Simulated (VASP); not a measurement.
Runs of VASP 6.6.1 on Ta2SiO3. The structure is that of space group P6/mmm (No. 191), or close to it. The cells are those of the table. 

```tsv
task	spin	cell	k mesh	cutoff (eV)	gap on the mesh (eV)	pressure (GPa)	moment (μB)
single point	off	a = 6.590, b = 6.590, c = 2.815 Å, angles 90.0, 90.0, 120.0°, 6 atoms	6 × 6 × 6	520	none	0.6	-
relaxation of cell and atoms	off	relaxed from a = 5.264, b = 5.264, c = 3.616 Å, angles 90.0, 90.0, 120.0°, 6 atoms	6 × 6 × 6	600	none	0.0	-
single point	collinear, ferromagnetic start	a = 5.264, b = 5.264, c = 3.616 Å, angles 90.0, 90.0, 120.0°, 6 atoms	6 × 6 × 6	520	none	183.8	(b)
single point	off	a = 5.264, b = 5.264, c = 3.616 Å, angles 90.0, 90.0, 120.0°, 6 atoms	6 × 6 × 6	520	none	183.8	-
single point	collinear, ferromagnetic start	a = 6.590, b = 6.590, c = 2.815 Å, angles 90.0, 90.0, 120.0°, 6 atoms	3 × 3 × 6	520	none	1.2	0.89
single point	off	a = 6.584, b = 6.584, c = 2.879 Å, angles 90.0, 90.0, 120.0°, 6 atoms	6 × 6 × 14	520	none	(a)	-
```

Alike in all rows: level PBE; potentials or basis VASP PAW PBE potentials, release 64 (Ta_pv, Si, O); smearing gaussian 0.1 eV.

Question: Fill in the values left out.

Answer: (a) 0.5; (b) 0.00.

Caveats: some runs use coarse meshes; spin-orbit coupling is left out, which moves the levels of the heavy elements.

A k mesh can miss the band edges, and the runs leave out spin-orbit coupling on Ta.

A gap of «none» marks levels without a gap at the run's occupations.
